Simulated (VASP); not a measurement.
Crystal: GaSb.

```xyz
2
Lattice="-2.7717 2.7717 1.6012 2.7717 -2.7717 1.6012 2.7717 2.7717 -1.6012" Properties=species:S:1:pos:R:3 pbc="T T T"
Sb    0.0000    0.0000    0.0000
Ga    0.0000    2.7717    0.8006
```

Base run:

* Program: VASP 6.6.1
* Functional: r2SCAN
* Potentials or basis: VASP PAW PBE potentials, release 64 (Sb, Ga_d)
* Cutoff: 520 eV
* k mesh: 10 × 10 × 10
* Occupations: fermi-dirac, width 0.05 eV
* Spin: no spin polarisation

Its results: band gap on the k mesh zero (band 9 reaches 8.07 eV, above the bottom of band 10 at 3.46 eV); pressure -2.4 GPa.

**Question.** After a change of settings the same cell gave: band gap on the k mesh zero (band 9 reaches 7.94 eV, above the bottom of band 10 at 3.54 eV); pressure -5.1 GPa. Which change was it?
A. functional from r2SCAN to PBE; further incar settings from ALGO = Normal; EDIFF = 1e-06; NBANDS = 16 to ALGO = Normal; EDIFF = 1e-07; NBANDS = 16
B. functional from r2SCAN to LDA; potentials or basis from VASP PAW PBE potentials, release 64 (Sb, Ga_d) to VASP PAW LDA potentials, release 64 (Sb, Ga_d)
C. functional from r2SCAN to PBEsol; further incar settings from ALGO = Normal; EDIFF = 1e-06; NBANDS = 16 to ALGO = Normal; EDIFF = 1e-07; NBANDS = 16

**Answer.** B.

Caveats: spin-orbit coupling is left out, which moves the levels of the heavy elements; the PAW data sets were made with another functional, which shifts forces and pressure a little (some runs).
